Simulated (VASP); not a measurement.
# Mg3O5 in VASP: single point with PBE

Aim: the single point of Mg3O5 with PBE.

All numbers are computed with VASP 6.6.1; they aren't measurements. Logs are shortened: lines on timing, memory, paths and dates and some standing lists are left out, and cuts for length are marked.

### Step 1. The cell of the first run

The cell holds a slab with vacuum, 8 atoms: a = 3.009 Å, b = 3.009 Å, c = 22.640 Å, α = 90.00°, β = 90.00°, γ = 120.00°.

### Step 2. Single point, PBE, collinear spin

Input file INCAR:

```
PREC     = Accurate       # precision mode
ENCUT    = 640            # plane-wave cutoff, eV
EDIFF    = 1E-6           # SCF threshold, eV
ISMEAR   = 0              # smearing method
SIGMA    = 0.05           # smearing width, eV
LREAL    = False          # projectors in reciprocal space
LASPH    = True           # aspherical terms in the spheres
NELM     = 300            # most SCF steps
ALGO     = Normal         # electronic algorithm
ISIF     = 2              # what is computed and relaxed
LWAVE    = False          # write WAVECAR
LCHARG   = True           # write CHGCAR
ISPIN    = 2              # spin polarisation
MAGMOM   = 0 0 0 0 2 0 0 0 # initial moments
LORBIT   = 11             # projections on sites
LDIPOL   = True         
IDIPOL   = 3            
DIPOL    = 0.5 0.5 0.362
GGA      = PE             # functional
LVHAR    = True         
LVACPOTAV= True         
NBANDS   = 32             # bands
GGA_COMPAT= False        
NELMDL   = -8           
AMIX     = 0.1          
BMIX     = 1E-4         
AMIX_MAG = 0.4          
BMIX_MAG = 1E-4         
KPAR     = 4
```

Input file KPOINTS:

```
Automatic mesh
0
Gamma
  9 9 1
```

Input file POSCAR:

```
Mg3O5
1.0
    3.0085896345      0.0000000000      0.0000000000
   -1.5042948172      2.6055150530      0.0000000000
    0.0000000000      0.0000000000     22.6402161784
O Mg
5 3
Direct
    0.3333333333      0.6666666667      0.1766767582
    0.0000000000      0.0000000000      0.2851785115
    0.6666666667      0.3333333333      0.3912489372
    0.3333333333      0.6666666667      0.4920543201
    0.8333333333      1.0000000000      0.5314705983
    0.6666666667      0.3333333333      0.2309276348
    0.3333333333      0.6666666667      0.3403531132
    0.0000000000      0.0000000000      0.4520540599
```

Potentials or basis: VASP PAW PBE potentials, release 64 (O, Mg).

Command:

```
> cat potpaw_PBE.64/O/POTCAR potpaw_PBE.64/Mg/POTCAR > POTCAR
> mpirun -np 4 vasp_std > vasp.out
```

OUTCAR:

```text
PREC = Accurate
   ENCUT = 640
   EDIFF = 1E-6
   ISMEAR = 0
   LREAL = False
   LASPH = True
   NELM = 300
   ISIF = 2
   ISPIN = 2
   LORBIT = 11
   GGA = PE
   NELMDL = -8
   AMIX = 0.1
   AMIX_MAG = 0.4

 ion  position               nearest neighbor table
   1  0.333  0.667  0.177-   6 2.13   6 2.13   6 2.13
   2  0.000  0.000  0.285-   6 2.13   6 2.13   6 2.13   7 2.14   7 2.14   7 2.14
   3  0.667  0.333  0.391-   7 2.08   7 2.08   7 2.08   8 2.22   8 2.22   8 2.22
   4  0.333  0.667  0.492-   5 1.60   8 1.96   8 1.96   8 1.96
   5  0.833  0.000  0.531-   4 1.60   8 1.87
   6  0.667  0.333  0.231-   1 2.13   1 2.13   1 2.13   2 2.13   2 2.13   2 2.13   7 3.03   7 3.03
                             7 3.03
   7  0.333  0.667  0.340-   3 2.08   3 2.08   3 2.08   2 2.14   2 2.14   2 2.14   6 3.03   6 3.03
                             6 3.03   8 3.07   8 3.07   8 3.07
   8  0.000  0.000  0.452-   5 1.87   4 1.96   4 1.96   4 1.96   3 2.22   3 2.22   3 2.22   7 3.07
                             7 3.07   7 3.07

  LATTYP: Found a hexagonal cell.
 ALAT       =     3.0085896345
 C/A-ratio  =     7.5251925084

  Lattice vectors:

 A1 = (   3.0085896345,   0.0000000000,   0.0000000000)
 A2 = (  -1.5042948172,   2.6055150530,   0.0000000000)
 A3 = (   0.0000000000,   0.0000000000,  22.6402161784)

Analysis of symmetry for initial positions (statically):
=====================================================================
 Subroutine PRICEL returns:
 Original cell was already a primitive cell.

 Routine SETGRP: Setting up the symmetry group for a
 hexagonal supercell.

 Subroutine GETGRP returns: Found  1 space group operations
 (whereof  1 operations were pure point group operations)
 out of a pool of 24 trial point group operations.

The static configuration has the point symmetry C_1 .

Analysis of symmetry for dynamics (positions and initial velocities):
=====================================================================
 Subroutine PRICEL returns:
 Original cell was already a primitive cell.

 Routine SETGRP: Setting up the symmetry group for a
 hexagonal supercell.

 Subroutine GETGRP returns: Found  1 space group operations
 (whereof  1 operations were pure point group operations)
 out of a pool of 24 trial point group operations.

The dynamic configuration has the point symmetry C_1 .

Analysis of structural, dynamic, and magnetic symmetry:
=====================================================================
 Subroutine PRICEL returns:
 Original cell was already a primitive cell.

 Routine SETGRP: Setting up the symmetry group for a
 hexagonal supercell.

 Subroutine GETGRP returns: Found  1 space group operations
 (whereof  1 operations were pure point group operations)
 out of a pool of 24 trial point group operations.

The overall configuration has the point symmetry C_1 .

 Subroutine INISYM returns: Found  1 space group operations
 (whereof  1 operations are pure point group operations),
 and found     1 'primitive' translations

----------------------------------------------------------------------------------------

                                     Primitive cell

  volume of cell :     177.4750

  direct lattice vectors                    reciprocal lattice vectors
     3.008589634  0.000000000  0.000000000     0.332381654  0.191900638  0.000000000
    -1.504294817  2.605515053  0.000000000     0.000000000  0.383801275  0.000000000
     0.000000000  0.000000000 22.640216178     0.000000000  0.000000000  0.044169190

  length of vectors
     3.008589634  3.008589634 22.640216178     0.383801275  0.383801275  0.044169190

  position of ions in fractional coordinates (direct lattice)
     0.333333333  0.666666667  0.176676758
     0.000000000  0.000000000  0.285178511
     0.666666667  0.333333333  0.391248937
     0.333333333  0.666666667  0.492054320
     0.833333333  0.000000000  0.531470598
     0.666666667  0.333333333  0.230927635
     0.333333333  0.666666667  0.340353113
     0.000000000  0.000000000  0.452054060

[... 65 lines left out ...]
   number of dos      NEDOS =    301   number of ions     NIONS =      8
   total plane-waves  NPLWV = 150528
   dimension x,y,z NGX =    28 NGY =   28 NGZ =  192
   dimension x,y,z NGXF=    56 NGYF=   56 NGZF=  384
   ions per type =               5   3
   NGX,Y,Z   is equivalent  to a cutoff of  15.47, 15.47, 14.10 a.u.
   NGXF,Y,Z  is equivalent  to a cutoff of  30.94, 30.94, 28.20 a.u.
 SYSTEM =  unknown system
   PREC   = accura    normal or accurate (medium, high low for compatibility)
   ISTART =      0    job   : 0-new  1-cont  2-samecut
   ICHARG =      2    charge: 1-file 2-atom 10-const
   ISPIN  =      2    spin polarized calculation?
   LNONCOLLINEAR =      F non collinear calculations
   LSORBIT =      F    spin-orbit coupling
   LASPH  =      T    aspherical Exc in radial PAW
   ENCUT  =  640.0 eV  47.04 Ry    6.86 a.u.   6.21  6.21 46.70*2*pi/ulx,y,z
   NELM   =    300;   NELMIN=  2; NELMDL= -8     # of ELM steps
   EDIFF  = 0.1E-05   stopping-criterion for ELM
   LREAL  =      F    real-space projection
[... 7 lines left out ...]
   TEBEG  =    0.0;   TEEND  =   0.0 temperature during run
   PSTRESS=    0.0 pullay stress
   NELECT =      36.0000    total number of electrons
   NUPDOWN=      -1.0000    fix difference up-down
   EMIN   =  10.00;   EMAX   =-10.00  energy-range for DOS
   EFERMI =   0.00;   METHOD = LEGACY
   ISMEAR =     0;   SIGMA  =   0.05  broadening in eV -4-tet -1-fermi 0-gaus
   EFERMI_NEDOS =   21; number of points for ismear=-14 and -15
   IALGO  =     38    algorithm
   IMIX   =      4    mixing-type and parameters
     AMIX     =   0.10;   BMIX     =  0.00
     AMIX_MAG =   0.40;   BMIX_MAG =  0.00
  volume/ion in A,a.u.               =      22.18       149.71
  Fermi-wavevector in a.u.,A,eV,Ry     =   0.961900  1.817728 12.588815  0.925252
  Thomas-Fermi vector in A             =   2.091312
   LORBIT       =     11    0 simple, 1 ext, 2 COOP (PROOUT), +10 PAW based schemes
   GGA     = PE    functional components
   LHFCALC =     F    Hartree Fock is set to
   AEXX    =    0.0000 exact exchange contribution
   IVDW    =     0    specifies the selected vdW correction
   LEPSILON=     F    determine dielectric tensor
   LRPA    =     F    only Hartree local field effects (RPA)
 spin polarized calculation
 Gauss-broadening in eV      SIGMA  =   0.05
  energy-cutoff  :      640.00
  volume of cell :      177.47
 maximum number of plane-waves:      6561
 NGX is ok and might be reduce to    28
   NGX = 13   NGY = 13   NGZ = 93

 number of electron      36.0000004 magnetization       0.0299329

 dipolmoment           0.000000      0.000000      0.005789 electrons x Angstroem

 number of electron      36.0000004 magnetization      -0.2563142

 dipolmoment           0.000000      0.000000     -0.078468 electrons x Angstroem

 Free energy of the ion-electron system (eV)
  ---------------------------------------------------
  ext. energy  EPLUGINS =         0.00000000
  ---------------------------------------------------
  free energy    TOTEN  =       -40.45438046 eV

  energy without entropy =      -40.43904347  energy(sigma->0) =      -40.44671196

 E-fermi :  -3.7542     XC(G=0):  -5.1841

 val. band max:       -3.7640586404   @ k =   0.3333  -0.1111   0.0000
 cond. band min:      -3.7524754464   @ k =   0.1111   0.0000   0.0000
 fundamental gap:      0.0115831940
 Fermi energy:        -3.7541985680

 spin component 1

 k-point     1 :       0.0000    0.0000    0.0000
  band No.  band energies     occupation
      1     -25.3156      1.00000
      2     -21.1430      1.00000
      3     -20.5016      1.00000
      4     -19.4449      1.00000
      5     -18.6211      1.00000
      6      -9.9163      1.00000
[... 781 lines left out ...]
     29       8.4541      0.00000
     30       8.8803      0.00000

 [... further k-points ...]

 spin component 2

 k-point     1 :       0.0000    0.0000    0.0000
  band No.  band energies     occupation
      1     -25.3699      1.00000
      2     -21.1690      1.00000
      3     -20.5447      1.00000
      4     -19.5814      1.00000
      5     -18.7002      1.00000
      6      -9.9425      1.00000
[... 781 lines left out ...]
     29       8.4721      0.00000
     30       8.8366      0.00000

 [... further k-points ...]

 [bands above 30 left out]

------------------------ aborting loop because EDIFF is reached ----------------------------------------

  FORCE on cell =-STRESS in cart. coord.  units (eV):
  Direction    XX          YY          ZZ          XY          YZ          ZX
  --------------------------------------------------------------------------------------
  -------------------------------------------------------------------------------------
  Total        3.8940382      3.5987586      0.1175916     -2.5737537     -1.6130517     -4.9589872
  in kB       35.1539136     32.4882402      1.0615730    -23.2348813    -14.5620242    -44.7678728
  external PRESSURE =      22.9012423 kB  Pullay stress =       0.0000000 kB

 VOLUME and BASIS-vectors are now :
 -----------------------------------------------------------------------------
  energy-cutoff  :      640.00
  volume of cell :      177.47
      direct lattice vectors                 reciprocal lattice vectors
     3.008589634  0.000000000  0.000000000     0.332381654  0.191900638  0.000000000
    -1.504294817  2.605515053  0.000000000     0.000000000  0.383801275  0.000000000
     0.000000000  0.000000000 22.640216178     0.000000000  0.000000000  0.044169190

 POSITION                                       TOTAL-FORCE (eV/Angst)
 -----------------------------------------------------------------------------------
     -0.00000      1.73701      4.00000        -0.003060      0.000046      1.130249
      0.00000      0.00000      6.45650         0.008003     -0.004572      0.094874
      1.50429      0.86851      8.85796         0.176214     -0.003121      1.152434
     -0.00000      1.73701     11.14022         2.873904      2.009335      2.757387
      2.50716      0.00000     12.03261        -4.061941     -1.913735      0.067236
      1.50429      0.86851      5.22825         0.000621      0.000164     -1.156202
     -0.00000      1.73701      7.70567         0.002771      0.000812     -0.354198
      0.00000      0.00000     10.23460         1.003489     -0.088928     -3.691779
 -----------------------------------------------------------------------------------
    total drift:                                0.001220      0.000438      0.002363

  FREE ENERGIE OF THE ION-ELECTRON SYSTEM (eV)
  ---------------------------------------------------
  free  energy   TOTEN  =       -40.4543804628 eV

  energy  without entropy=      -40.4390434660  energy(sigma->0) =      -40.44671196

 vacuum level on the upper side and lower side of the slab         3.958         5.772

 total charge

# of ion       s       p       d       tot
------------------------------------------
    1        1.587   3.215   0.000   4.803
    2        1.541   3.530   0.000   5.071
    3        1.540   3.529   0.000   5.069
    4        1.593   3.343   0.000   4.936
    5        1.635   3.109   0.000   4.744
    6        0.147   0.163   0.068   0.378
    7        0.146   0.174   0.076   0.396
    8        0.160   0.212   0.107   0.479
--------------------------------------------------
tot          8.350  17.275   0.252  25.877

 magnetization (x)

# of ion       s       p       d       tot
------------------------------------------
    1       -0.003  -0.085   0.000  -0.088
    2       -0.000  -0.030   0.000  -0.030
    3       -0.000  -0.006   0.000  -0.006
    4       -0.001  -0.023   0.000  -0.024
    5       -0.000  -0.049   0.000  -0.050
    6        0.000  -0.000  -0.000  -0.000
    7        0.000  -0.000  -0.000  -0.000
    8       -0.000   0.000  -0.000  -0.000
--------------------------------------------------
tot         -0.004  -0.194  -0.001  -0.200
```

Run time: 50 min. Hardware: 4 MPI ranks of Intel Xeon Platinum 8259CL at 2.50GHz (Skylake/Cascade Lake), shared host; peak memory 0.82 GiB.

What came out:

| Item | Value |
| --- | --- |
| Free energy | -40.4544 eV |
| Largest force | 4.491 eV/Å |
| Net moment | -0.26 μB per cell |
| Site moments | O -0.09, -0.03, -0.01, -0.02, -0.05; Mg -0.00 μB |
| Valence electrons inside the program's atomic spheres | O 4.80, 5.07, 4.94, 4.74 (each value once); Mg 0.38, 0.40, 0.48 |

Forces in eV/Å, atoms in the order of the input:
```
O   -0.003  0.000  1.130
O    0.008 -0.005  0.095
O    0.176 -0.003  1.152
O    2.874  2.009  2.757
O   -4.062 -1.914  0.067
Mg   0.001  0.000 -1.156
Mg   0.003  0.001 -0.354
Mg   1.003 -0.089 -3.692
```
